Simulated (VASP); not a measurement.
# HfO2: single point with PBE

The system is HfO2.

```
CELL_PARAMETERS angstrom
4.92173 0.00000 0.00000
0.00000 4.92173 0.00000
0.00000 0.00000 3.26476
ATOMIC_POSITIONS crystal
Hf 0.00000 0.00000 0.97909
Hf 0.50000 0.50000 0.52091
O 0.19482 0.80518 0.49329
O 0.30518 0.30518 0.00671
O 0.69482 0.69482 0.00671
O 0.80518 0.19482 0.49329
```

```
Program                : VASP 6.6.1
Task                   : single point
Functional             : PBE
Potentials or basis    : VASP PAW PBE potentials, release 64 (Hf_pv, O)
Cutoff                 : 520 eV
k mesh                 : 6 × 6 × 8
Occupations            : gaussian, width 0.05 eV
Spin                   : no spin polarisation
Dipole correction      : no
Further INCAR settings : ALGO = Normal; EDIFF = 1e-06; NBANDS = 31
```

```json
{
 "Pressure": "-7.6 GPa",
 "Largest force": "0.305 eV/Å",
 "Band gap on the k mesh": "3.77 eV, direct"
}
```

Forces in eV/Å, atoms in the order of the input:
```
Hf   0.000  0.000  0.305
Hf   0.000  0.000 -0.305
O   -0.062  0.062  0.073
O    0.062  0.062 -0.073
O   -0.062 -0.062 -0.073
O    0.062 -0.062  0.073
```

Stress tensor (GPa, compression positive):
```
-6.92  0.00  0.00
 0.00 -6.92  0.00
 0.00  0.00 -8.83
```

Levels at points of the mesh, in eV from the valence-band top:
```tsv
k point	band 18	band 19	band 20	band 21	band 22	band 23	band 24	band 25	band 26	band 27
(0.00, 0.00, 0.00)	-1.62	-0.77	-0.51	-0.51	0.00	3.77	3.97	4.95	5.29	5.29
(0.50, 0.00, 0.00)	-2.62	-1.43	-1.43	-0.62	-0.62	4.37	4.37	5.86	5.86	6.11
(0.50, 0.50, 0.00)	-1.64	-1.15	-1.15	-0.89	-0.89	4.00	4.00	5.35	5.35	6.25
(0.00, 0.00, 0.50)	-2.07	-1.96	-1.87	-0.97	-0.97	5.22	5.34	5.73	5.73	5.79
(0.50, 0.00, 0.50)	-1.79	-1.66	-1.66	-0.88	-0.88	4.02	4.02	5.98	5.98	6.50
(0.50, 0.50, 0.50)	-2.06	-1.01	-1.01	-0.53	-0.53	4.87	4.87	5.54	5.54	6.09
```

Wall time 83 s on 1 thread of AMD EPYC 9R45 96-Core Processor (Zen 5), on a shared host, peak memory 0.21 GiB.

Caveat: spin-orbit coupling is left out, which moves the levels of the heavy elements. A k mesh can miss the band edges.
